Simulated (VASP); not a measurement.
# Zn6Mo in VASP: single point with r2SCAN

Aim: the single point of Zn6Mo with r2SCAN.

Everything below comes from runs of VASP 6.6.1. Logs are shortened: lines on timing, memory, paths and dates and some standing lists are left out, and cuts for length are marked.

## (1) The cell of the first run

The cell holds an amorphous packing of atoms, 14 atoms: a = 6.390 Å, b = 6.678 Å, c = 5.119 Å, α = 97.82°, β = 78.76°, γ = 102.97°.

## (2) Single point, r2SCAN

Contents of POSCAR:

```
Zn6Mo
1.0
    6.3262268934     -0.7376929880      0.5127801490
   -0.7142674697      6.6315154524     -0.3317174336
    0.5515350932     -0.3884067875      5.0742921175
Zn Mo
12 2
Direct
    0.8085408602      0.3293079821      0.2518513009
    0.5778912372      0.6314660423      0.2348979465
    0.6234325574     -0.0000978518      0.5172489888
    0.2361988493      0.0151294371      0.7871495639
    0.2205869916      0.3720975697      0.0890793452
    0.6396284573      0.3595940672      0.8392770137
    0.7440254723      0.9655273205      0.9631930329
    0.0430670185      0.3457058698      0.6390254887
    1.0537496843      0.0323692420      0.2822366233
    0.2371723730      0.7464706250      0.3766006297
    0.8420272979      0.6976842976      0.5449763593
    0.4089122902      0.2809267816      0.4598562715
    0.4032322958      0.6668372741      0.7957275204
    1.0118398584      0.6704256759      0.9730644147
```

Contents of INCAR.step1:

```
  ALGO = Normal
  EDIFF = 1E-5
  ENCUT = 440
  GGA = PE
  GGA_COMPAT = F
  ISMEAR = 0
  ISYM = 0
  LASPH = T
  LCHARG = F
  LREAL = F
  LWAVE = T
  NBANDS = 99
  NELM = 120
  PREC = Accurate
  SIGMA = 0.1
```

Contents of INCAR.step2:

```
  ALGO = Normal
  EDIFF = 1E-6
  ENCUT = 440
  GGA_COMPAT = F
  ISIF = 2
  ISMEAR = 0
  ISTART = 1
  ISYM = 0
  LASPH = T
  LCHARG = T
  LELF = T
  LMIXTAU = T
  LREAL = F
  LVHAR = T
  LWAVE = F
  METAGGA = R2SCAN
  NBANDS = 99
  NELM = 120
  PREC = Accurate
  SIGMA = 0.1
```

Contents of KPOINTS:

```
Automatic mesh
0
Gamma
  2 2 2
  0.5 0.5 0.5
```

Potentials or basis: VASP PAW PBE potentials, release 64 (Zn, Mo_sv).

The run is started by

```bash
> cat potpaw_PBE.64/Zn/POTCAR potpaw_PBE.64/Mo_sv/POTCAR > POTCAR
> cp INCAR.step1 INCAR
> mpirun -np 1 vasp_std > vasp.out
> cp INCAR.step2 INCAR
> mpirun -np 1 vasp_std > vasp.out
```

OUTCAR:

```text
EDIFF = 1E-6
   ENCUT = 440
   ISIF = 2
   ISMEAR = 0
   ISTART = 1
   ISYM = 0
   LASPH = T
   LREAL = F
   METAGGA = R2SCAN
   NELM = 120
   PREC = Accurate

 ion  position               nearest neighbor table
   1  0.809  0.329  0.252-  12 2.53   5 2.57   6 2.60   7 2.66   3 2.67   8 2.69  11 2.69   2 2.77
                            14 2.78   9 2.83   6 2.99
   2  0.578  0.631  0.235-  10 2.42  11 2.47   6 2.56  12 2.66   3 2.66   7 2.69   5 2.70  13 2.76
                             1 2.77  14 2.81  13 2.87
   3  0.623  1.000  0.517-   7 2.60   4 2.60  12 2.64   2 2.66   1 2.67   6 2.72  11 2.73   9 2.75
                            13 2.76   7 2.78  10 2.82
   4  0.236  0.015  0.787-  12 2.53  10 2.57   9 2.57   3 2.60  14 2.62   5 2.67  13 2.78   8 3.00

   5  0.221  0.372  0.089-   9 2.52   1 2.57  13 2.57  12 2.64   4 2.67   2 2.70  10 2.71   8 2.73
                             6 2.75  14 2.82   8 2.84
   6  0.640  0.360  0.839-   2 2.56  12 2.59   8 2.60   1 2.60   3 2.72   5 2.75  11 2.81  13 2.86
                            14 2.91   1 2.99   7 3.03
   7  0.744  0.966  0.963-   3 2.60   1 2.66  11 2.67   2 2.69   9 2.73   3 2.78  13 2.79  14 2.90
                             6 3.03
   8  0.043  0.346  0.639-  12 2.45   9 2.59  14 2.59   6 2.60   1 2.69   5 2.73   5 2.84  13 2.93
                             4 3.00
   9  0.054  0.032  0.282-   5 2.52   4 2.57   8 2.59  10 2.59  14 2.69  11 2.72  12 2.73   7 2.73
                             3 2.75   1 2.83
  10  0.237  0.746  0.377-   2 2.42  11 2.47   4 2.57   9 2.59  14 2.67   5 2.71  13 2.73   3 2.82
                            13 2.97  14 3.17
  11  0.842  0.698  0.545-   2 2.47  10 2.47   7 2.67  14 2.67   1 2.69   9 2.72   3 2.73   6 2.81
                            13 2.82  14 2.91
  12  0.409  0.281  0.460-   8 2.45   4 2.53   1 2.53   6 2.59   3 2.64   5 2.64   2 2.66   9 2.73
                            13 2.90
  13  0.403  0.667  0.796-  14 2.49   5 2.57  10 2.73   2 2.76   3 2.76   4 2.78   7 2.79  11 2.82
                             6 2.86   2 2.87  12 2.90   8 2.93  10 2.97
  14  0.012  0.670  0.973-  13 2.49   8 2.59   4 2.62  11 2.67  10 2.67   9 2.69   1 2.78   2 2.81
                             5 2.82   7 2.90   6 2.91  11 2.91  10 3.17

IMPORTANT INFORMATION: All symmetrisations will be switched off!
NOSYMM: (Re-)initialisation of all symmetry stuff for point group C_1.

----------------------------------------------------------------------------------------

                                     Primitive cell

  volume of cell :     207.7920

  direct lattice vectors                    reciprocal lattice vectors
     6.326226893 -0.737692988  0.512780149     0.161321892  0.016561982 -0.016266682
    -0.714267470  6.631515452 -0.331717434     0.017056007  0.153125725  0.009867009
     0.551535093 -0.388406788  5.074292117    -0.015187318  0.008336496  0.199360673

  length of vectors
     6.389701177  6.678114380  5.118934585     0.162983609  0.154388318  0.200112043

  position of ions in fractional coordinates (direct lattice)
     0.808540860  0.329307982  0.251851301
     0.577891237  0.631466042  0.234897946
     0.623432557  0.999902148  0.517248989
     0.236198849  0.015129437  0.787149564
     0.220586992  0.372097570  0.089079345
     0.639628457  0.359594067  0.839277014
     0.744025472  0.965527321  0.963193033
     0.043067018  0.345705870  0.639025489
     0.053749684  0.032369242  0.282236623
     0.237172373  0.746470625  0.376600630
     0.842027298  0.697684298  0.544976359
     0.408912290  0.280926782  0.459856272
     0.403232296  0.666837274  0.795727520
     0.011839858  0.670425676  0.973064415

  ion indices of the primitive-cell ions
   primitive index   ion index
                 1           1
                 2           2
                 3           3
                 4           4
                 5           5
                 6           6
                 7           7
                 8           8
                 9           9
                10          10
                11          11
                12          12
                13          13
                14          14

----------------------------------------------------------------------------------------

 KPOINTS: Automatic mesh

Automatic generation of k-mesh.
 Grid dimensions read from file:
 generate k-points for:    2    2    2

 Generating k-lattice:

  Cartesian coordinates                     Fractional coordinates (reciprocal lattice)
     0.080660946  0.008280991 -0.008133341     0.500000000 -0.000000000  0.000000000
     0.008528003  0.076562862  0.004933504     0.000000000  0.500000000 -0.000000000
    -0.007593659  0.004168248  0.099680336     0.000000000  0.000000000  0.500000000

  Length of vectors
     0.081491805  0.077194159  0.100056021

  Shift w.r.t. Gamma in fractional coordinates (k-lattice)
     0.500000000  0.500000000  0.500000000

 Subroutine IBZKPT returns following result:
 ===========================================

 Found      4 irreducible k-points:

 Following reciprocal coordinates:
            Coordinates               Weight
  0.250000  0.250000  0.250000      2.000000
 -0.250000  0.250000  0.250000      2.000000
  0.250000 -0.250000  0.250000      2.000000
 -0.250000 -0.250000  0.250000      2.000000
   k-points           NKPTS =      4   k-points in BZ     NKDIM =      4   number of bands    NBANDS=     99
   number of dos      NEDOS =    301   number of ions     NIONS =     14
   total plane-waves  NPLWV =  82944
   dimension x,y,z NGX =    48 NGY =   48 NGZ =   36
   dimension x,y,z NGXF=    96 NGYF=   96 NGZF=   72
   ions per type =              12   2
   NGX,Y,Z   is equivalent  to a cutoff of  12.49, 11.95, 11.69 a.u.
   NGXF,Y,Z  is equivalent  to a cutoff of  24.98, 23.90, 23.38 a.u.
 SYSTEM =  unknown system
   PREC   = accura    normal or accurate (medium, high low for compatibility)
   ISTART =      1    job   : 0-new  1-cont  2-samecut
   ICHARG =      0    charge: 1-file 2-atom 10-const
   ISPIN  =      1    spin polarized calculation?
   LNONCOLLINEAR =      F non collinear calculations
   LSORBIT =      F    spin-orbit coupling
   LASPH  =      T    aspherical Exc in radial PAW
   ENCUT  =  440.0 eV  32.34 Ry    5.69 a.u.  10.93 11.42  8.76*2*pi/ulx,y,z
   NELM   =    120;   NELMIN=  2; NELMDL=  0     # of ELM steps
   EDIFF  = 0.1E-05   stopping-criterion for ELM
   LREAL  =      F    real-space projection
   EDIFFG = 0.1E-04   stopping-criterion for IOM
   NSW    =      0    number of steps for IOM
   IBRION =     -1    ionic relax: 0-MD 1-quasi-New 2-CG
   NFREE  =      0    steps in history (QN), initial steepest desc. (CG)
   ISIF   =      2    stress and relaxation
   ISYM   =      0    0-nonsym 1-usesym 2-fastsym
   POTIM  = 0.5000    time-step for ionic-motion
   TEBEG  =    0.0;   TEEND  =   0.0 temperature during run
   PSTRESS=    0.0 pullay stress
   NELECT =     172.0000    total number of electrons
   NUPDOWN=      -1.0000    fix difference up-down
   EMIN   =  10.00;   EMAX   =-10.00  energy-range for DOS
   EFERMI =   0.00;   METHOD = LEGACY
   ISMEAR =     0;   SIGMA  =   0.10  broadening in eV -4-tet -1-fermi 0-gaus
   EFERMI_NEDOS =   21; number of points for ismear=-14 and -15
   IALGO  =     38    algorithm
   IMIX   =      4    mixing-type and parameters
     AMIX     =   0.40;   BMIX     =  1.00
     AMIX_MAG =   1.60;   BMIX_MAG =  1.00
  volume/ion in A,a.u.               =      14.84       100.16
  Fermi-wavevector in a.u.,A,eV,Ry     =   1.537121  2.904737 32.147036  2.362740
  Thomas-Fermi vector in A             =   2.643674
   LORBIT       =      0    0 simple, 1 ext, 2 COOP (PROOUT), +10 PAW based schemes
   METAGGA = R2SCAN    functional components
   LHFCALC =     F    Hartree Fock is set to
   AEXX    =    0.0000 exact exchange contribution
   IVDW    =     0    specifies the selected vdW correction
   LEPSILON=     F    determine dielectric tensor
   LRPA    =     F    only Hartree local field effects (RPA)
 non-spin polarized calculation
 Gauss-broadening in eV      SIGMA  =   0.10
  energy-cutoff  :      440.00
  volume of cell :      207.79
 maximum number of plane-waves:      4362
 NGX is ok and might be reduce to    48
   NGX = 21   NGY = 23   NGZ = 17

 number of electron     172.0000016 magnetization

 Free energy of the ion-electron system (eV)
  ---------------------------------------------------
  ext. energy  EPLUGINS =         0.00000000
  ---------------------------------------------------
  free energy    TOTEN  =      -158.08211286 eV

  energy without entropy =     -158.07454617  energy(sigma->0) =     -158.07832952

 E-fermi :   4.4499     XC(G=0): -13.0435

 val. band max:        4.3350112190   @ k =   0.2500  -0.2500   0.2500
 cond. band min:       4.5649461298   @ k =  -0.2500   0.2500   0.2500
 fundamental gap:      0.2299349108
 Fermi energy:         4.4499035175

 k-point     1 :       0.2500    0.2500    0.2500
  band No.  band energies     occupation
      1     -58.2021      2.00000
      2     -58.0322      2.00000
      3     -32.1310      2.00000
      4     -31.6114      2.00000
      5     -31.5461      2.00000
      6     -31.4620      2.00000
[... 90 lines left out ...]
     97       8.6464      0.00000
     98       8.8606      0.00000

 k-point     2 :      -0.2500    0.2500    0.2500
  band No.  band energies     occupation
      1     -58.2021      2.00000
      2     -58.0322      2.00000
      3     -32.1306      2.00000
      4     -31.6114      2.00000
      5     -31.5461      2.00000
      6     -31.4620      2.00000
[... 90 lines left out ...]
     97       8.1792      0.00000
     98       8.4747      0.00000

 k-point     3 :       0.2500   -0.2500    0.2500
  band No.  band energies     occupation
      1     -58.2021      2.00000
      2     -58.0322      2.00000
      3     -32.1309      2.00000
      4     -31.6114      2.00000
      5     -31.5460      2.00000
      6     -31.4620      2.00000
[... 90 lines left out ...]
     97       8.5985      0.00000
     98       8.8889      0.00000

 k-point     4 :      -0.2500   -0.2500    0.2500
  band No.  band energies     occupation
      1     -58.2021      2.00000
      2     -58.0322      2.00000
      3     -32.1306      2.00000
      4     -31.6114      2.00000
      5     -31.5460      2.00000
      6     -31.4620      2.00000
[... 90 lines left out ...]
     97       8.2106      0.00000
     98       8.7719      0.00000
 [bands above 98 left out]

------------------------ aborting loop because EDIFF is reached ----------------------------------------

  FORCE on cell =-STRESS in cart. coord.  units (eV):
  Direction    XX          YY          ZZ          XY          YZ          ZX
  --------------------------------------------------------------------------------------
  -------------------------------------------------------------------------------------
  Total        0.2515973      0.2675337      0.1412337     -0.0091088     -0.0111082      0.0419135
  in kB        1.9399369      2.0628148      1.0889805     -0.0702329     -0.0856497      0.3231735
  external PRESSURE =       1.6972441 kB  Pullay stress =       0.0000000 kB

 VOLUME and BASIS-vectors are now :
 -----------------------------------------------------------------------------
  energy-cutoff  :      440.00
  volume of cell :      207.79
      direct lattice vectors                 reciprocal lattice vectors
     6.326226893 -0.737692988  0.512780149     0.161321892  0.016561982 -0.016266682
    -0.714267470  6.631515452 -0.331717434     0.017056007  0.153125725  0.009867009
     0.551535093 -0.388406788  5.074292117    -0.015187318  0.008336496  0.199360673

 POSITION                                       TOTAL-FORCE (eV/Angst)
 -----------------------------------------------------------------------------------
      5.01870      1.48954      1.58333         0.007551      0.009134     -0.007160
      3.33439      3.67003      1.27880         0.009528     -0.013450      0.007827
      3.51506      5.97006      2.61267         0.020457     -0.006208     -0.026452
      1.91758     -0.37965      4.11033         0.014265      0.018459      0.016933
      1.17884      2.27025      0.44170        -0.004567     -0.004054     -0.007734
      4.25248      1.58682      4.46744        -0.012016     -0.000686      0.000724
      4.54846      5.47994      4.94876        -0.001707     -0.000303     -0.012726
      0.37797      2.01258      3.15001        -0.023496     -0.004032      0.002629
      0.47258      0.06538      1.44898        -0.027631     -0.020639      0.013588
      1.17494      4.62900      1.78498         0.013945      0.001290      0.008546
      5.12910      3.79387      2.96571         0.006010     -0.012765      0.002815
      2.63984      1.38271      2.44994        -0.007571      0.006704     -0.015412
      2.51351      3.81561      4.02332         0.030650      0.004293     -0.007870
      0.13272      4.05926      4.72129        -0.025418      0.022258      0.024291
 -----------------------------------------------------------------------------------
    total drift:                               -0.008974     -0.029855     -0.098721

  FREE ENERGIE OF THE ION-ELECTRON SYSTEM (eV)
  ---------------------------------------------------
  free  energy   TOTEN  =      -158.0821128634 eV

  energy  without entropy=     -158.0745461681  energy(sigma->0) =     -158.07832952
```

Run time: 3.4 min. Hardware: 1 thread of Intel Xeon 6975P-C (Granite Rapids), shared host; peak memory 0.3 GiB.

What came out:

```
Free energy            : -158.0821 eV
Pressure               : 0.2 GPa
Largest force          : 0.042 eV/Å
Band gap on the k mesh : 0.23 eV, indirect (least direct gap 0.52 eV)
```

Forces on the atoms (eV/Å):
```
Zn   0.008  0.009 -0.007
Zn   0.010 -0.013  0.008
Zn   0.020 -0.006 -0.026
Zn   0.014  0.018  0.017
Zn  -0.005 -0.004 -0.008
Zn  -0.012 -0.001  0.001
Zn  -0.002  0.000 -0.013
Zn  -0.023 -0.004  0.003
Zn  -0.028 -0.021  0.014
Zn   0.014  0.001  0.009
Zn   0.006 -0.013  0.003
Zn  -0.008  0.007 -0.015
Mo   0.031  0.004 -0.008
Mo  -0.025  0.022  0.024
```

Stress tensor (GPa, compression positive):
```
 0.19 -0.01  0.03
-0.01  0.21 -0.01
 0.03 -0.01  0.11
```

Levels at points of the mesh, in eV from the valence-band top:
```
           k point  band 82  band 83  band 84  band 85  band 86  band 87  band 88  band 89  band 90  band 91
(0.25, 0.25, 0.25)    -1.58    -1.36    -1.07    -0.60    -0.16     0.36     0.60     0.91     1.39     2.05
```

Caveat: the k points lie up to 0.63 Å⁻¹ apart; the PAW data sets were made with another functional, which shifts forces and pressure a little.
